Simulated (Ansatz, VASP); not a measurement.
C in VASP and in Ansatz

```
C
1.0
     2.46565    0.00000    0.00000
    -1.23283    2.13532    0.00000
     0.00000    0.00000   17.50007
C
4
Cartesian
  1.2328 0.7118 4.5000
  0.0000 1.4235 4.5000
  2.4657 1.4235 7.9601
  3.6985 0.7118 7.9600
```

Alike in both runs: task single point; functional PBE; dispersion D3(BJ); k mesh 15 × 15 × 1; occupations gaussian, width 0.1 eV; no spin polarisation.

```csv
,VASP,Ansatz
version,VASP 6.6.1,Ansatz 0.2.0
potentials or method,"VASP PAW PBE potentials, release 64 (C), cutoff 520 eV","scalar-relativistic, plane waves, PAW"
valence electrons in the cell,16,16
```

|  | VASP | Ansatz | Ansatz less VASP |
| --- | --- | --- | --- |
| gap on the k mesh at the Fermi level (eV) | 0.56 | 0.56 | 0.000 |
| least direct gap on the mesh (eV) | 0.56 | 0.56 | 0.000 |
| rms of the force components (eV/Å) | 0.011 | 0.011 | 0.0000 |

Atom by atom the forces differ by 0.000 eV/Å (rms over components). Ansatz's warnings: structure snapped to symmetry.
